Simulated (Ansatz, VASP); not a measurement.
ZnAu: VASP beside Ansatz

```
CELL_PARAMETERS angstrom
3.14700 0.00000 0.00000
0.00000 3.14700 0.00000
0.00000 0.00000 3.14700
ATOMIC_POSITIONS crystal
Zn 0.50000 0.50000 0.50000
Au 0.00000 0.00000 0.00000
```

Alike in both runs: task single point; functional LDA; k mesh 6 × 6 × 6; occupations gaussian, width 0.1 eV; no spin polarisation.

|  | VASP | Ansatz |
| --- | --- | --- |
| version | VASP 6.6.1 | Ansatz 0.2.0 |
| potentials or method | VASP PAW LDA potentials, release 64 (Zn, Au), cutoff 520 eV | scalar-relativistic, plane waves, PAW |
| valence electrons in the cell | 23 | 31 |

VASP gave:

```
gap on the k mesh at the Fermi level (eV) : none
pressure (GPa)                            : -6.1
```

Problem. What did Ansatz give for the same quantities?

Solution. gap on the k mesh at the Fermi level (eV): none; pressure (GPa): -6.6.

LDA's correlation is that of Perdew and Zunger in VASP and of Perdew and Wang (1992) in Ansatz. A gap of «none» marks a metal or a gap that the smearing closes. VASP's potentials hold 23 valence electrons a cell and Ansatz's 31, so a difference there can come from the potentials and not from the codes.

Neither program's run includes spin-orbit coupling.
